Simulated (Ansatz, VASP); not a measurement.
BN: VASP beside Ansatz

The input INCAR:

```
SYSTEM = BN
  PREC = Accurate
  ENCUT = 520
  EDIFF = 1E-7
  ISMEAR = 0
  SIGMA = 0.02
  LREAL = .False.
  LASPH = .True.
  NELM = 100
  ALGO = Normal
  ISIF = 2
  LWAVE = .False.
  LCHARG = .True.
  GGA = PE
  IVDW = 12
  LELF = .True.
  LVHAR = .True.
  NBANDS = 21
```

KPOINTS

```
regular mesh
0
Gamma
  12 12 4
  0 0 0
```

The input POSCAR:

```
BN
1.0
    2.5061138137      0.0000000000      0.0000000000
   -1.2530569069      2.1703582275      0.0000000000
    0.0000000000      0.0000000000     10.0823443066
B N
3 3
Direct
    0.0000000000      0.0000000000      0.0003436670
    0.6666666667      0.3333333333      0.3336770004
    0.3333333333      0.6666666667      0.6670103337
    0.6666666667      0.3333333333      0.0005566663
    0.3333333333      0.6666666667      0.3338899996
    0.0000000000      0.0000000000      0.6672233330
```

Input for Ansatz:

```yaml
crystal:
  lattice:
    - [2.5061138137, 0.0, 0.0]
    - [-1.2530569069, 2.1703582275, 0.0]
    - [0.0, 0.0, 10.0823443066]
  atoms:
    - { symbol: B, position: [0.0, 0.0, 0.000343667] }
    - { symbol: B, position: [0.6666666667, 0.3333333333, 0.3336770004] }
    - { symbol: B, position: [0.3333333333, 0.6666666667, 0.6670103337] }
    - { symbol: "N", position: [0.6666666667, 0.3333333333, 0.0005566663] }
    - { symbol: "N", position: [0.3333333333, 0.6666666667, 0.3338899996] }
    - { symbol: "N", position: [0.0, 0.0, 0.667223333] }
basis:
  ecutwfc: 420
kpoints:
  mp_grid: { grid: [12, 12, 4] }
  band_path: { path: [VBM, CBM], npoints: 2 }
hamiltonian:
  xc: pbe
  dispersion: d3bj
scf:
  occupations: { method: gaussian, width: 0.02 }
output:
  forces: true
  stress: true
  eigenvalues: true
checkpoint:
  read: start.run
  write: ck
  compress: false
  write_wavefunctions: false
  write_every: 100000
```

Alike in both runs: task single point; functional PBE; dispersion D3(BJ); k mesh 12 × 12 × 4; occupations gaussian, width 0.02 eV; no spin polarisation.

|  | VASP | Ansatz |
| --- | --- | --- |
| version | VASP 6.6.1 | Ansatz 0.2.0 |
| potentials or method | VASP PAW PBE potentials, release 64 (B, N), cutoff 520 eV | scalar-relativistic, plane waves, PAW |
| valence electrons in the cell | 24 | 24 |

|  | VASP | Ansatz | Ansatz less VASP |
| --- | --- | --- | --- |
| gap on the k mesh at the Fermi level (eV) | 4.27 | 4.27 | +0.007 |
| least direct gap on the mesh (eV) | 4.69 | 4.69 | +0.003 |
| pressure (GPa) | -0.1 | -0.1 | -0.07 |
| traceless stress, the component that is largest in VASP (GPa) | -0.60 | -0.39 | +0.207 |
